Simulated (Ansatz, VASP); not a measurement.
One calculation of HgTe, two programs

Contents of INCAR:

```
ALGO = Normal
EDIFF = 1E-6
ENCUT = 520
GGA = PE
GGA_COMPAT = F
ISIF = 2
ISMEAR = 0
LASPH = T
LCHARG = T
LORBIT = 11
LORBMOM = T
LREAL = F
LSORBIT = T
LVHAR = T
LWAVE = F
MAGMOM = 0 0 0 0 0 0
NBANDS = 30
NELM = 150
PREC = Accurate
SIGMA = 0.05
```

File KPOINTS:

```
k-points
0
Gamma
  10 10 10
```

Contents of POSCAR:

```
HgTe
1.0
    0.0000000000      3.3581648414      3.3581648414
    3.3581648414      0.0000000000      3.3581648414
    3.3581648414      3.3581648414      0.0000000000
Hg Te
1 1
Direct
    0.0000000000      0.0000000000      0.0000000000
    0.2500000000      0.2500000000      0.2500000000
```

Input for Ansatz:

```yaml
crystal:
  lattice:
    - [0.0, 3.3581648414, 3.3581648414]
    - [3.3581648414, 0.0, 3.3581648414]
    - [3.3581648414, 3.3581648414, 0.0]
  atoms:
    - { symbol: Hg, position: [0.0, 0.0, 0.0] }
    - { symbol: Te, position: [0.25, 0.25, 0.25] }
basis:
  ecutwfc: 420
  ecutrho_ratio: 4
kpoints:
  mp_grid: { grid: [10, 10, 10] }
hamiltonian:
  xc: pbe
scf:
  occupations: { method: gaussian, width: 0.05 }
output:
  forces: true
  stress: true
  eigenvalues: true
  populations: true
  write_density: true
  write_potential: true
  elf: true
  volumetric_format: npy
magnetization:
  noncollinear: true
  spin_orbit: true
```

Alike in both runs: task single point; functional PBE; k mesh 10 × 10 × 10; occupations gaussian, width 0.05 eV; non-collinear spin, spin-orbit coupling.

```csv
,VASP,Ansatz
version,VASP 6.6.1,Ansatz 0.2.0
potentials or method,"VASP PAW PBE potentials, release 64 (Hg, Te), cutoff 520 eV","plane waves, PAW"
valence electrons in the cell,18,36
```

Ansatz gave:

* pressure (GPa): -1.2

Question: Estimate VASP's values.

Answer: Pressure (GPa): -1.1.

VASP's potentials hold 18 valence electrons a cell and Ansatz's 36, so a difference there can come from the potentials and not from the codes.
